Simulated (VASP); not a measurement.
## Ag: single point with PBE

The system is Ag.

```
Ag
1.0
     2.93682    0.00000    0.00000
    -1.46841    2.54336    0.00000
     0.00000    0.00000    9.27661
Ag
4
Direct
  0.33333 0.66667 0.25000
  0.66667 0.33333 0.75000
  0.00000 0.00000 0.00000
  0.00000 0.00000 0.50000
```

This cell differs from its parent crystal: strain +0.000 along x and y, -0.030 along z.

```
Program             : VASP 6.6.1
Task                : single point
Functional          : PBE
Potentials or basis : VASP PAW PBE potentials, release 64 (Ag)
Cutoff              : 520 eV
k mesh              : 18 × 18 × 6
Occupations         : gaussian, width 0.15 eV
Spin                : no spin polarisation
```

* Pressure: 3.0 GPa
* Band gap on the k mesh: zero (band 22 reaches 11.44 eV, above the bottom of band 23 at 5.14 eV)

Stress tensor (GPa, compression positive):
```
1.93 0.00 0.00
0.00 1.93 0.00
0.00 0.00 5.24
```

Levels at points of the mesh, in eV from the Fermi level:
```tsv
k point	band 20	band 21	band 22	band 23	band 24	band 25
(0.00, 0.00, 0.00)	-3.40	-3.40	-2.99	-2.99	-0.10	3.97
(0.50, 0.00, 0.00)	-2.81	-0.24	0.73	0.89	1.44	4.14
(0.00, 0.00, 0.50)	-3.17	-3.17	-3.17	-2.26	-2.26	6.95
(0.50, 0.00, 0.50)	-2.89	0.17	0.17	1.30	1.30	4.68
```

Run time: 5.6 min on 1 thread of Intel(R) Xeon(R) Platinum 8259CL CPU @ 2.50GHz (Skylake/Cascade Lake), on a shared host, peak memory 0.35 GiB.

Caveat: the cell differs from its parent crystal (strain +0.000 along x and y, -0.030 along z).
